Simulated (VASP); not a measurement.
Hf2H:

```
Hf H
1.0
     0.00000    2.97153    2.97153
     2.97153    0.00000    2.97153
     2.97153    2.97153    0.00000
Hf H
2 1
Direct
  0.00000 0.00000 0.00000
  0.25000 0.25000 0.25000
  0.50000 0.50000 0.50000
```

```yaml
Program: VASP 6.6.1
Task: relaxation of cell and atoms
Functional: PBE
Potentials_or_basis: VASP PAW PBE potentials, release 64 (Hf_pv, H)
Cutoff: 600 eV
k_mesh: 6 × 6 × 6
Occupations: gaussian, width 0.1 eV
Spin: no spin polarisation
```

At the start: pressure 15.2 GPa; volume 17.49 Å³/atom.

How do energy, volume and symmetry change on relaxing?

Over 3 steps the energy falls by 191.0 meV/atom and the volume is 22.36 Å³/atom (+27.8 %); space group F-43m (No. 216, to 0.05 Å).

Step by step:
```csv
step,energy change (eV),largest force (eV/Å),pressure (GPa),volume (Å³)
1,0.0000,0.0000,15.24,52.48
2,-0.5718,0.0000,0.50,66.16
3,-0.5729,0.0000,-0.11,67.08
```

Final structure:
```xyz
3
Lattice="0.0000 3.2250 3.2250 3.2250 0.0000 3.2250 3.2250 3.2250 0.0000" Properties=species:S:1:pos:R:3 pbc="T T T"
Hf    0.0000    0.0000    0.0000
Hf    1.6125    1.6125    1.6125
H     3.2250    3.2250    3.2250
```

Caveat: the volume moved by over 15 % at a fixed basis, so the end points are rough.
